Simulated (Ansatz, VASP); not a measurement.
TaSi5B2: VASP beside Ansatz

```
CELL_PARAMETERS angstrom
0.00000 4.87426 4.87426
4.87426 0.00000 4.87426
4.87426 4.87426 0.00000
ATOMIC_POSITIONS crystal
Ta 0.00000 0.00000 0.00000
Si 0.86170 0.86170 0.86170
Si 0.86170 0.86170 0.41489
Si 0.86170 0.41489 0.86170
Si 0.41489 0.86170 0.86170
Si 0.25000 0.25000 0.25000
B 0.75000 0.75000 0.75000
B 0.50000 0.50000 0.50000
```

Alike in both runs: functional PBE; k mesh 4 × 4 × 4; occupations gaussian, width 0.2 eV; no spin polarisation.

Ansatz relaxed the structure, and its values are those at the end. VASP's run is a single point on that final structure, the one shown.

|  | VASP | Ansatz |
| --- | --- | --- |
| version | VASP 6.6.1 | Ansatz 0.2.0 |
| potentials or method | VASP PAW PBE potentials, release 64 (Ta_pv, Si, B), cutoff 500 eV | scalar-relativistic, plane waves, PAW |
| valence electrons in the cell | 37 | 39 |

|  | VASP | Ansatz | Ansatz less VASP |
| --- | --- | --- | --- |
| gap on the k mesh at the Fermi level (eV) | none | none | - |
| pressure (GPa) | 0.1 | 0.1 | 0.00 |
| rms of the force components (eV/Å) | 0.023 | 0.013 | -0.0094 |

A gap of «none» marks a metal or a gap that the smearing closes. VASP's potentials hold 37 valence electrons a cell and Ansatz's 39, so a difference there can come from the potentials and not from the codes.

Neither program's run includes spin-orbit coupling.
